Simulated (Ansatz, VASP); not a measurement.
# GaSb in VASP and in Ansatz

INCAR

```
SYSTEM = GaSb
PREC = Accurate
ENCUT = 520
EDIFF = 1E-8
ISMEAR = -1
SIGMA = 0.08
LREAL = .False.
LASPH = .True.
NELM = 80
ALGO = Normal
ISIF = 2
LWAVE = .False.
LCHARG = .False.
LEFG = .True.
NBANDS = 16
```

File KPOINTS:

```
regular mesh
0
Gamma
  9 9 9
  0 0 0
```

Contents of POSCAR:

```
GaSb
1.0
    0.0000000000      3.1489585455      3.1489585455
    3.1489585455      0.0000000000      3.1489585455
    3.1489585455      3.1489585455      0.0000000000
Ga Sb
1 1
Direct
    0.0000000000      0.0000000000      0.0000000000
    0.2500000000      0.2500000000      0.2500000000
```

Input for Ansatz:

```yaml
crystal:
  lattice:
    - [0.0, 3.1489585455, 3.1489585455]
    - [3.1489585455, 0.0, 3.1489585455]
    - [3.1489585455, 3.1489585455, 0.0]
  atoms:
    - { symbol: Ga, position: [0.0, 0.0, 0.0] }
    - { symbol: Sb, position: [0.25, 0.25, 0.25] }
kpoints:
  mp_grid: { grid: [9, 9, 9] }
scf:
  occupations: { method: fermi_dirac, width: 0.08 }
hamiltonian:
  xc: lda
  pseudopotentials: { kind: paw }
output:
  forces: true
  stress: true
  eigenvalues: true
  efg: { contact_densities: true }
```

Change from the starting cell: functional lda, volume scaled by 1.04, PAW files.

Alike in both runs: task electric field gradients; functional LDA; k mesh 9 × 9 × 9; occupations fermi-dirac, width 0.08 eV; no spin polarisation.

|  | VASP | Ansatz |
| --- | --- | --- |
| version | VASP 6.6.1 | Ansatz 0.2.0 |
| potentials or method | VASP PAW LDA potentials, release 64 (Ga_d, Sb) | PAW with Ansatz's default frozen-core files, scalar-relativistic |
| plane-wave cutoff (eV) | 520 | 420 |
| valence electrons in the cell | 18 | 28 |

|  | VASP | Ansatz | Ansatz less VASP |
| --- | --- | --- | --- |
| pressure (GPa) | -4.9 | -5.0 | -0.11 |

LDA's correlation is that of Perdew and Zunger in VASP and of Perdew and Wang (1992) in Ansatz. VASP's potentials hold 18 valence electrons a cell and Ansatz's 28, so a difference there can come from the potentials and not from the codes.

Spin-orbit coupling is off throughout.
